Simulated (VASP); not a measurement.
# HF in VASP: a series of runs

The runs below take HF through single point, with PBE+D3(BJ).

Everything below comes from runs of VASP 6.6.1. Logs are shortened: lines on timing, memory, paths and dates and some standing lists are left out, and cuts for length are marked.

## (1) The cell of the first run

The cell holds a disordered packing, 24 atoms: a = 7.173 Å, b = 7.438 Å, c = 7.493 Å, α = 90.00°, β = 90.00°, γ = 90.00°.

## (2) Single point, PBE+D3(BJ)

INCAR

```
SYSTEM = HF
PREC = Accurate
ENCUT = 1010
EDIFF = 1E-6
ISMEAR = -1
SIGMA = 0.02
LREAL = Auto
LASPH = .True.
NELM = 120
ALGO = Normal
ISIF = 2
LWAVE = .False.
LCHARG = .False.
GGA = PE
IVDW = 12
NBANDS = 66
GGA_COMPAT = .False.
```

KPOINTS

```
regular mesh
0
Gamma
  1 1 1
  0 0 0
```

POSCAR

```
HF
1.0
    7.1725540000      0.0000000000      0.0000000000
    0.0000000000      7.4376980000      0.0000000000
    0.0000000000      0.0000000000      7.4933130000
F H
12 12
Direct
    0.1980884354     -0.0038856108      0.6215007968
    0.4228898102      0.5062184563      0.4709932709
    0.7745358209      0.3273459073      0.9352205093
    0.2567146933      0.8195008724      0.8652781487
    0.8267905686      0.6102425777      0.0683409328
    0.0866915746      0.6365275923      0.5907800728
    0.3412870785      0.5296396815      0.9652072454
    0.7544871743      0.0938596862      0.4293027663
    0.4458523421      0.2125926597      0.8281116777
    0.6542160575      0.6823751112      0.3331637154
    0.0550292127      0.9038683743      0.3421584018
    0.4664307860      0.1980720379      0.3098629405
    0.1295215066     -0.0504860509      0.5180885945
    0.5074900795      0.6058729462      0.4040268970
    0.6736373125      0.2445514728      0.9051803922
    0.2121141228      0.8688037616      0.7513765940
    0.7902484945      0.4938355927      0.0106761856
    0.2003191611      0.6112106192      0.5342096346
    0.2965052616      0.6448231697      0.9188992906
    0.6345856720      0.1086760984      0.3694760915
    0.4091569056      0.3323205648      0.8702559202
    0.6935604807      0.6707451687      0.2078920232
   -0.0394838436      0.9819301617      0.3584796204
    0.4291776681      0.3026608502      0.3872786310
```

Potentials or basis: VASP PAW PBE potentials, release 64 (F_h, H_h).

On the command line:

```console
cat potpaw_PBE.64/F_h/POTCAR potpaw_PBE.64/H_h/POTCAR > POTCAR
mpirun -np 1 vasp_gam > vasp.out
```

OUTCAR:

```text
SYSTEM = HF
   PREC = Accurate
   ENCUT = 1010
   EDIFF = 1E-6
   ISMEAR = -1
   LREAL = Auto
   LASPH = .True.
   NELM = 120
   ISIF = 2
   GGA = PE
   IVDW = 12
 IVDW          = 12

 ion  position               nearest neighbor table
   1  0.198  0.996  0.622-  13 0.98
   2  0.423  0.506  0.471-  14 1.08
   3  0.775  0.327  0.935-  15 0.98
   4  0.257  0.820  0.865-  16 0.98
   5  0.827  0.610  0.068-  17 1.00
   6  0.087  0.637  0.591-  18 0.94
[... 16 lines left out ...]
  23  0.961  0.982  0.358-  11 0.90
  24  0.429  0.303  0.387-  12 1.01

  LATTYP: Found a simple orthorhombic cell.
 ALAT       =     7.1725540000
 B/A-ratio  =     1.0369664697
 C/A-ratio  =     1.0447203325

  Lattice vectors:

 A1 = (   7.1725540000,   0.0000000000,   0.0000000000)
 A2 = (   0.0000000000,   7.4376980000,   0.0000000000)
 A3 = (   0.0000000000,   0.0000000000,   7.4933130000)

Analysis of symmetry for initial positions (statically):
=====================================================================
 Subroutine PRICEL returns:
 Original cell was already a primitive cell.

 Routine SETGRP: Setting up the symmetry group for a
 simple orthorhombic supercell.

 Subroutine GETGRP returns: Found  1 space group operations
 (whereof  1 operations were pure point group operations)
 out of a pool of  8 trial point group operations.

The static configuration has the point symmetry C_1 .

Analysis of symmetry for dynamics (positions and initial velocities):
=====================================================================
 Subroutine PRICEL returns:
 Original cell was already a primitive cell.

 Routine SETGRP: Setting up the symmetry group for a
 simple orthorhombic supercell.

 Subroutine GETGRP returns: Found  1 space group operations
 (whereof  1 operations were pure point group operations)
 out of a pool of  8 trial point group operations.

The dynamic configuration has the point symmetry C_1 .

 Subroutine INISYM returns: Found  1 space group operations
 (whereof  1 operations are pure point group operations),
 and found     1 'primitive' translations

----------------------------------------------------------------------------------------

                                     Primitive cell

  volume of cell :     399.7479

  direct lattice vectors                    reciprocal lattice vectors
     7.172554000  0.000000000  0.000000000     0.139420352  0.000000000  0.000000000
     0.000000000  7.437698000  0.000000000     0.000000000  0.134450202  0.000000000
     0.000000000  0.000000000  7.493313000     0.000000000  0.000000000  0.133452319

  length of vectors
     7.172554000  7.437698000  7.493313000     0.139420352  0.134450202  0.133452319

  position of ions in fractional coordinates (direct lattice)
     0.198088435  0.996114389  0.621500797
     0.422889810  0.506218456  0.470993271
     0.774535821  0.327345907  0.935220509
     0.256714693  0.819500872  0.865278149
     0.826790569  0.610242578  0.068340933
     0.086691575  0.636527592  0.590780073
[... 16 lines left out ...]
     0.960516156  0.981930162  0.358479620
     0.429177668  0.302660850  0.387278631

  ion indices of the primitive-cell ions
   primitive index   ion index
                 1           1
                 2           2
                 3           3
                 4           4
                 5           5
                 6           6
[... 16 lines left out ...]
                23          23
                24          24

----------------------------------------------------------------------------------------

 KPOINTS: regular mesh

Automatic generation of k-mesh.
 Grid dimensions read from file:
 generate k-points for:    1    1    1

 Generating k-lattice:

  Cartesian coordinates                     Fractional coordinates (reciprocal lattice)
     0.139420352  0.000000000  0.000000000     1.000000000  0.000000000  0.000000000
     0.000000000  0.134450202  0.000000000     0.000000000  1.000000000  0.000000000
     0.000000000  0.000000000  0.133452319     0.000000000  0.000000000  1.000000000

  Length of vectors
     0.139420352  0.134450202  0.133452319

  Shift w.r.t. Gamma in fractional coordinates (k-lattice)
     0.000000000  0.000000000  0.000000000

 Subroutine IBZKPT returns following result:
 ===========================================

 Found      1 irreducible k-points:

 Following reciprocal coordinates:
            Coordinates               Weight
  0.000000  0.000000  0.000000      1.000000
   k-points           NKPTS =      1   k-points in BZ     NKDIM =      1   number of bands    NBANDS=     66
   number of dos      NEDOS =    301   number of ions     NIONS =     24
   total plane-waves  NPLWV = 512000
   dimension x,y,z NGX =    80 NGY =   80 NGZ =   80
   dimension x,y,z NGXF=   160 NGYF=  160 NGZF=  160
   ions per type =              12  12
   NGX,Y,Z   is equivalent  to a cutoff of  18.54, 17.88, 17.75 a.u.
   NGXF,Y,Z  is equivalent  to a cutoff of  37.08, 35.76, 35.50 a.u.
 SYSTEM =  HF
   PREC   = accura    normal or accurate (medium, high low for compatibility)
   ISTART =      0    job   : 0-new  1-cont  2-samecut
   ICHARG =      2    charge: 1-file 2-atom 10-const
   ISPIN  =      1    spin polarized calculation?
   LNONCOLLINEAR =      F non collinear calculations
   LSORBIT =      F    spin-orbit coupling
   LASPH  =      T    aspherical Exc in radial PAW
   ENCUT  = 1010.0 eV  74.23 Ry    8.62 a.u.  18.59 19.27 19.42*2*pi/ulx,y,z
   NELM   =    120;   NELMIN=  2; NELMDL= -5     # of ELM steps
   EDIFF  = 0.1E-05   stopping-criterion for ELM
   LREAL  =      T    real-space projection
   EDIFFG = 0.1E-04   stopping-criterion for IOM
   NSW    =      0    number of steps for IOM
   IBRION =     -1    ionic relax: 0-MD 1-quasi-New 2-CG
   NFREE  =      0    steps in history (QN), initial steepest desc. (CG)
   ISIF   =      2    stress and relaxation
   ISYM   =      2    0-nonsym 1-usesym 2-fastsym
   POTIM  = 0.5000    time-step for ionic-motion
   TEBEG  =    0.0;   TEEND  =   0.0 temperature during run
   PSTRESS=    0.0 pullay stress
   NELECT =      96.0000    total number of electrons
   NUPDOWN=      -1.0000    fix difference up-down
   EMIN   =  10.00;   EMAX   =-10.00  energy-range for DOS
   EFERMI =   0.00;   METHOD = LEGACY
   ISMEAR =    -1;   SIGMA  =   0.02  broadening in eV -4-tet -1-fermi 0-gaus
   EFERMI_NEDOS =   21; number of points for ismear=-14 and -15
   IALGO  =     38    algorithm
   IMIX   =      4    mixing-type and parameters
     AMIX     =   0.40;   BMIX     =  1.00
     AMIX_MAG =   1.60;   BMIX_MAG =  1.00
  volume/ion in A,a.u.               =      16.66       112.40
  Fermi-wavevector in a.u.,A,eV,Ry     =   1.017583  1.922953 14.088494  1.035475
  Thomas-Fermi vector in A             =   2.150992
   LORBIT       =      0    0 simple, 1 ext, 2 COOP (PROOUT), +10 PAW based schemes
   GGA     = PE    functional components
   LHFCALC =     F    Hartree Fock is set to
   AEXX    =    0.0000 exact exchange contribution
   IVDW    =    12    specifies the selected vdW correction
   LEPSILON=     F    determine dielectric tensor
   LRPA    =     F    only Hartree local field effects (RPA)
 non-spin polarized calculation
  energy-cutoff  :     1010.00
  volume of cell :      399.75
 maximum number of plane-waves:     14529
 NGX is ok and might be reduce to    80
   NGX = 37   NGY = 39   NGZ = 39

 number of electron      95.9999997 magnetization

 Free energy of the ion-electron system (eV)
  ---------------------------------------------------
  ext. energy  EPLUGINS =         0.00000000
  ---------------------------------------------------
  free energy    TOTEN  =       -98.93440422 eV

  energy without entropy =      -98.93440422  energy(sigma->0) =      -98.93440422

 E-fermi :  -6.0327     XC(G=0):  -5.5771

 val. band max:       -6.6138544425   @ k =   0.0000   0.0000   0.0000
 cond. band min:       0.3209306789   @ k =   0.0000   0.0000   0.0000
 fundamental gap:      6.9347851214
 Fermi energy:        -6.0326559463

 k-point     1 :       0.0000    0.0000    0.0000
  band No.  band energies     occupation
      1     -29.1065      2.00000
      2     -28.8556      2.00000
      3     -28.6737      2.00000
      4     -28.1628      2.00000
      5     -28.0896      2.00000
      6     -27.5286      2.00000
[... 52 lines left out ...]
     59       5.6006      0.00000
     60       5.7731      0.00000
 [bands above 60 left out]

------------------------ aborting loop because EDIFF is reached ----------------------------------------

 Edisp (eV)   -0.45018

 E8    (eV) :    -0.0893

  FORCE on cell =-STRESS in cart. coord.  units (eV):
  Direction    XX          YY          ZZ          XY          YZ          ZX
  --------------------------------------------------------------------------------------
  -------------------------------------------------------------------------------------
  Total       0.56588    -1.23993     1.29805    -1.88500    -1.98759     1.57583
  in kB       2.26804    -4.96959     5.20254    -7.55501    -7.96621     6.31589
  external pressure =        0.83 kB  Pullay stress =        0.00 kB

 VOLUME and BASIS-vectors are now :
 -----------------------------------------------------------------------------
  energy-cutoff  :     1010.00
  volume of cell :      399.75
      direct lattice vectors                 reciprocal lattice vectors
     7.172554000  0.000000000  0.000000000     0.139420352  0.000000000  0.000000000
     0.000000000  7.437698000  0.000000000     0.000000000  0.134450202  0.000000000
     0.000000000  0.000000000  7.493313000     0.000000000  0.000000000  0.133452319

 POSITION                                       TOTAL-FORCE (eV/Angst)
 -----------------------------------------------------------------------------------
      1.42080      7.40880      4.65710        -0.308051      0.334693     -0.581396
      3.03320      3.76510      3.52930         0.252648      1.043271     -0.671336
      5.55540      2.43470      7.00790        -0.200295     -1.253671     -0.392352
      1.84130      6.09520      6.48380         0.087960     -0.136648      0.852896
      5.93020      4.53880      0.51210        -0.485095     -0.141468     -0.217604
      0.62180      4.73430      4.42690        -0.263990      0.019491      0.098551
[... 16 lines left out ...]
      6.88935      7.30330      2.68620        -2.956270      1.947207      0.074640
      3.07830      2.25110      2.90200         0.640959     -0.744961     -0.854135
 -----------------------------------------------------------------------------------
    total drift:                               -0.010703     -0.004517     -0.001038

  FREE ENERGIE OF THE ION-ELECTRON SYSTEM (eV)
  ---------------------------------------------------
  free  energy   TOTEN  =       -99.3845843861 eV

  energy  without entropy=      -99.3845843861  energy(sigma->0) =      -99.38458439
```

Wall time 78 s (1 thread of Intel Xeon 6975P-C (Granite Rapids), shared host); peak memory 0.85 GiB.

Results:

| Item | Value |
| --- | --- |
| Free energy | -99.3846 eV |
| Pressure | 0.1 GPa |
| Largest force | 3.541 eV/Å |
| Dispersion energy per atom | -0.019 eV |

Forces on the atoms (eV/Å):
```
F   -0.308  0.335 -0.581
F    0.253  1.043 -0.671
F   -0.200 -1.254 -0.392
F    0.088 -0.137  0.853
F   -0.485 -0.141 -0.218
F   -0.264  0.019  0.099
F    0.343 -0.870  0.255
F    0.483 -0.407 -0.076
F    0.333  1.061  0.573
F   -0.292  0.718  0.265
F    2.175 -1.625 -0.382
F   -0.996  1.134  0.630
H    0.445 -0.050  0.040
H   -0.466 -1.660  0.572
H   -0.073  0.701 -0.056
H    0.158  0.180  0.086
H    0.203  0.828  0.401
H    0.347 -0.431 -0.128
H   -0.057  0.159 -0.310
H    0.280  0.325  0.305
H   -0.183 -0.594 -0.284
H    0.530 -0.537 -0.200
H   -2.956  1.947  0.075
H    0.641 -0.745 -0.854
```

Stress tensor (GPa, compression positive):
```
 0.23 -0.76  0.63
-0.76 -0.50 -0.80
 0.63 -0.80  0.52
```

Caveat: the k points lie up to 0.88 Å⁻¹ apart, too coarse for converged energies, forces and pressures; the atoms stand as in a frame of molecular dynamics.

## (3) Single point, PBE+D3(BJ)

This run uses another cell than the first one, of 17.11 Å³/atom.

INCAR

```
PREC = Accurate ; ENCUT = 1010
EDIFF = 1E-6 ; ISMEAR = -1
SIGMA = 0.02 ; LREAL = Auto
LASPH = T ; NELM = 120
ALGO = Normal ; ISIF = 2
LWAVE = F ; LCHARG = F
GGA = PE ; IVDW = 12
NBANDS = 66 ; GGA_COMPAT = F
```

KPOINTS

```
regular mesh
0
Gamma
  1 1 1
```

POSCAR

```
HF
1.0
    6.9448400000      0.0000000000      0.0000000000
    0.0000000000      7.4970260000      0.0000000000
    0.0000000000      0.0000000000      7.8872330000
F H
12 12
Direct
    0.2430293570      0.0228890763      0.6087939839
    0.4282028096      0.5366394621      0.4289844106
    0.7907885567      0.3159519521      0.9439939203
    0.2904746546      0.8729594909      0.9206524012
    0.8539865569      0.6417077919      0.0540493732
    0.1008374563      0.5332114361      0.6745458135
    0.2775441911      0.5515387035      1.0270775569
    0.7873903502      0.0754699263      0.4624689039
    0.4528686046      0.3492851699      0.7993043948
    0.6979570444      0.7143899461      0.3124289596
    0.0526578006      0.8941945780      0.3538249726
    0.4870954550      0.2407354596      0.2957437672
    0.1523145242     -0.0194210344      0.5180904381
    0.5230934046      0.6302232379      0.3966917169
    0.6610519465      0.3143113016      0.9051716870
    0.3004388870      0.9236862724      0.8104616663
    0.8328773593      0.5208465330      0.0013185866
    0.2000046077      0.4945027535      0.6018714041
    0.3168251536      0.6688385501      0.9920082239
    0.7253010869      0.1674664060      0.3984033437
    0.3648752167      0.4142442617      0.8649294372
    0.7415721600      0.6938751446      0.1906245194
   -0.0679065320      0.9357844030      0.3777243553
    0.4863466977      0.3580486449      0.3496156383
```

Potentials or basis: VASP PAW PBE potentials, release 64 (F_h, H_h).

On the command line:

```console
cat potpaw_PBE.64/F_h/POTCAR potpaw_PBE.64/H_h/POTCAR > POTCAR
mpirun -np 1 vasp_gam > vasp.out
```

Wall time 1.9 min (1 thread of Intel Xeon 6975P-C (Granite Rapids), shared host); peak memory 0.85 GiB.

It converged, with:

```
Free energy                : -99.4965 eV
Pressure                   : -0.7 GPa
Largest force              : 2.560 eV/Å
Dispersion energy per atom : -0.018 eV
```

Forces on the atoms (eV/Å):
```
F   -0.914 -0.479 -0.817
F    0.411  0.637  0.081
F    0.273  0.495  0.314
F    0.263  0.091  0.119
F   -0.250 -1.188 -1.024
F    0.216 -0.117 -0.142
F    0.527 -0.041 -0.204
F   -0.301  0.603 -0.066
F    0.769 -0.539 -0.407
F   -0.199  0.163 -0.538
F    2.419 -0.806 -0.231
F    0.706  0.438  0.349
H    1.261  0.225  0.929
H   -0.229 -0.609 -0.165
H   -0.432 -0.019 -0.358
H   -0.306 -0.002 -0.329
H    0.227  0.855  0.593
H   -0.155  0.167  0.019
H   -0.563 -0.027 -0.064
H   -0.290 -0.571  0.072
H   -0.703  0.574  0.813
H   -0.016 -0.235  1.040
H   -2.214  0.847  0.344
H   -0.501 -0.463 -0.330
```

Stress tensor (GPa, compression positive):
```
 0.12 -0.79 -0.61
-0.79 -1.11 -0.03
-0.61 -0.03 -1.16
```

Levels at points of the mesh, in eV from the Fermi level:
| k point | band 45 | band 46 | band 47 | band 48 | band 49 | band 50 | band 51 | band 52 |
| --- | --- | --- | --- | --- | --- | --- | --- | --- |
| (0.00, 0.00, 0.00) | -0.72 | -0.63 | -0.61 | -0.61 | 6.37 | 8.61 | 9.04 | 9.27 |

Caveat: the k points lie up to 0.90 Å⁻¹ apart, too coarse for converged energies, forces and pressures; the atoms stand as in a frame of molecular dynamics.

## (4) Single point, PBE+D3(BJ)

This run uses another cell than the first one, of 17.00 Å³/atom.

INCAR

```
  PREC = Accurate
  ENCUT = 1010
  EDIFF = 1E-6
  ISMEAR = -1
  SIGMA = 0.02
  LREAL = Auto
  LASPH = T
  NELM = 120
  ALGO = Normal
  ISIF = 2
  LWAVE = F
  LCHARG = F
  GGA = PE
  IVDW = 12
  NBANDS = 66
  GGA_COMPAT = F
```

KPOINTS

```
Automatic mesh
0
Gamma
  1 1 1
```

POSCAR

```
HF
1.0
    7.4168600000      0.0000000000      0.0000000000
    0.0000000000      7.4168600000      0.0000000000
    0.0000000000      0.0000000000      7.4168600000
F H
12 12
Direct
    0.2217650057     -0.0155186966      0.5620168103
    0.3717745785      0.4501500635      0.3967312313
    0.7836065397      0.3523998026      0.9051404503
    0.2353017315      0.8695458725      0.8911048611
    0.7717686460      0.6321947563      0.0614815434
    0.0879213036      0.6469853820      0.5437611065
    0.4316112209      0.5996607729      0.9521684379
    0.7128353508      0.1214395310      0.4321774983
    0.4686484577      0.2078372788      0.9069606275
    0.5922317531      0.6727510024      0.3256229725
    0.0031549739      0.9678758936      0.2928597816
    0.4324741198      0.1652316479      0.2375263926
    0.1385896458     -0.0302823567      0.4686754233
    0.4691338383      0.5244537446      0.3527638381
    0.6596052777      0.2928597816      0.8901071343
    0.2415038170      0.9251489175      0.7780651111
    0.7641913155      0.5266514401     -0.0196713973
    0.1945971745      0.6112964246      0.4929444536
    0.3509436608      0.6992581766      0.9638715036
    0.5976383537      0.1447243173      0.3833293334
    0.4547072481      0.1740089472      1.0308405444
    0.6641759451      0.6523380514      0.2208077273
   -0.1151565487      1.0062479270      0.3134075606
    0.3662735983      0.2715839317      0.3023112207
```

On the command line:

```console
cat potpaw_PBE.64/F_h/POTCAR potpaw_PBE.64/H_h/POTCAR > POTCAR
mpirun -np 1 vasp_gam > vasp.out
```

Wall time 2.7 min (1 thread of Intel Xeon 6975P-C (Granite Rapids), shared host); peak memory 0.84 GiB.

The run converged. Its results:

- Free energy: -99.5186 eV
- Pressure: 0.5 GPa
- Largest force: 2.040 eV/Å
- Dispersion energy per atom: -0.019 eV

Forces on the atoms (eV/Å):
```
F    1.137  0.541  0.801
F   -1.133 -1.116  0.226
F   -1.706 -1.015 -0.469
F   -0.165 -0.043  1.105
F    0.353  0.309 -0.036
F   -1.166  0.293  0.470
F   -0.208 -0.098  0.334
F    0.504 -0.077  0.218
F    0.521  0.026 -0.439
F   -0.806  0.065  1.193
F    0.771 -0.243 -0.223
F   -1.140  1.158  1.107
H   -0.997 -0.275 -0.781
H    0.878  1.075 -0.205
H    1.264  0.671  0.235
H   -0.123  0.123 -0.968
H    0.079  0.036  0.331
H    1.016 -0.528 -0.441
H    0.158 -0.115 -0.528
H   -0.200 -0.216 -0.329
H   -0.201  0.101  0.125
H    0.808 -0.183 -1.318
H   -0.757  0.372  0.415
H    1.114 -0.862 -0.825
```

Stress tensor (GPa, compression positive):
```
 0.70 -0.09 -0.22
-0.09  0.02 -0.38
-0.22 -0.38  0.87
```

Levels at points of the mesh, in eV from the Fermi level:
```
           k point  band 44  band 45  band 46  band 47  band 48  band 49  band 50  band 51  band 52  band 53
(0.00, 0.00, 0.00)    -1.38    -0.86    -0.74    -0.68    -0.53     5.98     8.60     8.82     9.09     9.12
```

Caveat: the k points lie up to 0.85 Å⁻¹ apart, too coarse for converged energies, forces and pressures.

## (5) Summary

```csv
cell,pressure (GPa),largest force (eV/Å)
"a = 7.173, b = 7.438, c = 7.493 Å, 24 atoms, atomic positions A",0.1,3.54
"a = 6.945, b = 7.497, c = 7.887 Å, 24 atoms, atomic positions B",-0.7,2.56
"a = 7.417 Å, 24 atoms, atomic positions C",0.5,2.04
```

Alike in all rows: task single point; level PBE+D3(BJ); potentials or basis VASP PAW PBE potentials, release 64 (F_h, H_h); no spin polarisation; k mesh 1 × 1 × 1; cutoff (eV) 1010; smearing fermi-dirac 0.02 eV.

Caveats: all runs use coarse meshes; the atoms stand as in a frame of molecular dynamics (at least some runs).

Absolute energies hang on the potentials; compare differences alone.
